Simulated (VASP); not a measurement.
Runs of VASP 6.6.1 on ZnSe (Stilleite). The structure is that of space group F-43m (No. 216), or close to it. The cells are those of the table. 

| task | cell | cutoff (eV) | gap on the mesh (eV) | pressure (GPa) |
| --- | --- | --- | --- | --- |
| relaxation of cell and atoms | relaxed to 10 GPa from a = 4.008 Å, angles 60.0°, 2 atoms | 600 | 1.72 | 10.1 |
| single point | a = 3.984 Å, angles 60.0°, 2 atoms | 520 | 1.24 | (b) |
| single point | a = 4.028 Å, angles 60.0°, 2 atoms | 520 | 1.11 | -1.8 |
| relaxation of cell and atoms | relaxed from a = 4.008 Å, angles 60.0°, 2 atoms | 600 | 1.22 | 0.0 |
| relaxation of cell and atoms | relaxed to -2 GPa from a = 4.008 Å, angles 60.0°, 2 atoms | 600 | 1.09 | -2.0 |
| single point | a = 3.831 Å, angles 60.0°, 2 atoms | 520 | 1.73 | (c) |
| relaxation of cell and atoms | relaxed to 2 GPa from a = 4.008 Å, angles 60.0°, 2 atoms | 600 | (d) | 2.0 |
| single point | a = 3.897 Å, angles 60.0°, 2 atoms | 520 | 1.51 | 5.3 |
| single point | a = 3.946 Å, angles 60.0°, 2 atoms | 520 | 1.36 | (a) |
| relaxation of cell and atoms | relaxed to 5 GPa from a = 4.008 Å, angles 60.0°, 2 atoms | 600 | 1.50 | 5.0 |

Alike in all rows: level PBEsol; potentials or basis VASP PAW PBE potentials, release 64 (Zn, Se); no spin polarisation; k mesh 6 × 6 × 6; smearing fermi-dirac 0.01 eV.

Fill in the values left out.

(a) 2.3; (b) 0.3; (c) 10.4; (d) 1.34.

Caveats: the PAW data sets were made with another functional, which shifts forces and pressure a little; the cell is relaxed towards a set pressure, so the enthalpy falls and the energy may rise (some runs).

A k mesh can miss the band edges, and the runs leave out spin-orbit coupling on Se.
